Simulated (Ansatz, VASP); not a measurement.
# HfB2 in VASP and in Ansatz

```
Hf B
1.0
     3.14000    0.00000    0.00000
    -1.57000    2.71932    0.00000
     0.00000    0.00000    3.48000
Hf B
1 2
Direct
  0.00000 0.00000 0.00000
  0.33333 0.66667 0.50000
  0.66667 0.33333 0.50000
```

Alike in both runs: task single point; functional pbe exchange, lyp correlation; k mesh 11 × 11 × 8; occupations fermi-dirac, width 0.2 eV; no spin polarisation.

|  | VASP | Ansatz |
| --- | --- | --- |
| version | VASP 6.6.1 | Ansatz 0.2.0 |
| potentials or method | VASP PAW PBE potentials, release 64 (Hf_pv, B), cutoff 500 eV | plane waves, PAW |
| valence electrons in the cell | 16 | 32 |

|  | VASP | Ansatz | Ansatz less VASP |
| --- | --- | --- | --- |
| pressure (GPa) | 7.2 | 7.5 | +0.33 |
| traceless stress, the component that is largest in VASP (GPa) | 2.84 | 2.60 | -0.240 |

VASP's potentials were made for PBE, not for pbe exchange, lyp correlation. VASP's potentials hold 16 valence electrons a cell and Ansatz's 32, so a difference there can come from the potentials and not from the codes.

Neither program's run includes spin-orbit coupling.
